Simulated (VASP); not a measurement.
KBr: single point with PBE

KBr, a sheet with vacuum:

```
CELL_PARAMETERS angstrom
4.57666 0.00000 0.00000
0.00000 4.57666 0.00000
0.00000 0.00000 26.30692
ATOMIC_POSITIONS crystal
K 0.50000 0.50000 0.30306
Br 0.00000 0.00000 0.30515
```

The cell was built from a structure type or drawn by symmetry, and may not be a known phase.

```yaml
Program: VASP 6.6.1
Task: single point
Functional: PBE
Potentials_or_basis: VASP PAW PBE potentials, release 64 (K_sv, Br)
Cutoff: 520 eV
k_mesh: 4 × 4 × 1
Occupations: gaussian, width 0.1 eV
Spin: no spin polarisation
```

The largest force is 0.031 eV/Å. The band gap on the k mesh is 4.36 eV (least direct gap 4.37 eV).

Forces in eV/Å, atoms in the order of the input:
```
K    0.000  0.000  0.031
Br   0.000  0.000 -0.031
```

Levels at points of the mesh, in eV from the valence-band top:
| k point | band 4 | band 5 | band 6 | band 7 | band 8 | band 9 | band 10 | band 11 | band 12 | band 13 |
| --- | --- | --- | --- | --- | --- | --- | --- | --- | --- | --- |
| (0.00, 0.00, 0.00) | -11.71 | -11.71 | -0.23 | -0.01 | -0.01 | 4.36 | 5.53 | 5.90 | 6.36 | 6.38 |
| (0.50, 0.00, 0.00) | -11.70 | -11.31 | -0.91 | -0.23 | -0.15 | 6.31 | 6.44 | 6.49 | 7.19 | 7.69 |
| (0.50, 0.50, 0.00) | -11.77 | -11.77 | -0.49 | -0.49 | 0.00 | 6.78 | 6.78 | 6.83 | 8.36 | 8.47 |

Run time: 58 s on 1 thread of Intel(R) Xeon(R) 6975P-C (Granite Rapids) (shared host), peak memory 0.52 GiB.
